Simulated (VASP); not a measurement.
Wanted: the native input for a VASP 6.6.1 run.

* Task: relaxation of cell and atoms
* Functional: PBE
* Potentials or basis: VASP PAW PBE potentials, release 64 (Os)
* Cutoff: 600 eV
* k mesh: 6 × 6 × 6
* Occupations: gaussian, width 0.1 eV
* Spin: no spin polarisation
* Dipole correction: no
* Further INCAR settings: ALGO = Normal; EDIFF = 1e-07; IBRION = 2; EDIFFG = -0.04; NSW = 90; ISIF = 3

The structure of Os lies in POSCAR:

```
Os
1.0
    0.0000000000      2.5271650258      2.5271650258
    2.5271650258      0.0000000000      2.5271650258
    2.5271650258      2.5271650258      0.0000000000
Os
2
Direct
    0.5000000000      0.5000000000      0.5000000000
    0.7500000000      0.7500000000      0.7500000000
```

These files were run (other wordings do the same):

INCAR

```
SYSTEM = Os
ALGO = Normal ; EDIFF = 1E-7
EDIFFG = -0.04 ; ENCUT = 600
GGA = PE ; IBRION = 2
ISIF = 3 ; ISMEAR = 0
LASPH = .True. ; LCHARG = .False.
LREAL = .False. ; LWAVE = .False.
NELM = 60 ; NSW = 90
PREC = Accurate ; SIGMA = 0.1
```

KPOINTS

```
k-points
0
Gamma
  6 6 6
  0 0 0
```

Potentials or basis: VASP PAW PBE potentials, release 64 (Os).

Launch:

```console
$ cat potpaw_PBE.64/Os/POTCAR > POTCAR
$ mpirun -np 1 vasp_std > vasp.out
```

It gave:

```json
{
 "Relaxed volume": "21.28 Å³/atom",
 "Relaxed cell": "a = 3.919 Å, b = 3.919 Å, c = 3.919 Å, α = 60.00°, β = 60.00°, γ = 60.00°",
 "Space group after relaxing (to 0.05 Å)": "Fd-3m (No. 227)",
 "Energy gained by relaxing": "1324.2 meV/atom",
 "Ionic steps": "6",
 "Pressure after relaxing": "0.3 GPa",
 "Band gap on the k mesh": "zero (band 8 reaches 4.92 eV, above the bottom of band 9 at 3.87 eV)"
}
```

Caveat: the volume moved by over 15 % at a fixed basis, so the end points are rough; spin-orbit coupling is left out, which moves the levels of the heavy elements.

Run time: 57 s on 1 thread of AMD EPYC 7R43 64-Core Processor (Zen 3), on a shared host, peak memory 0.14 GiB.
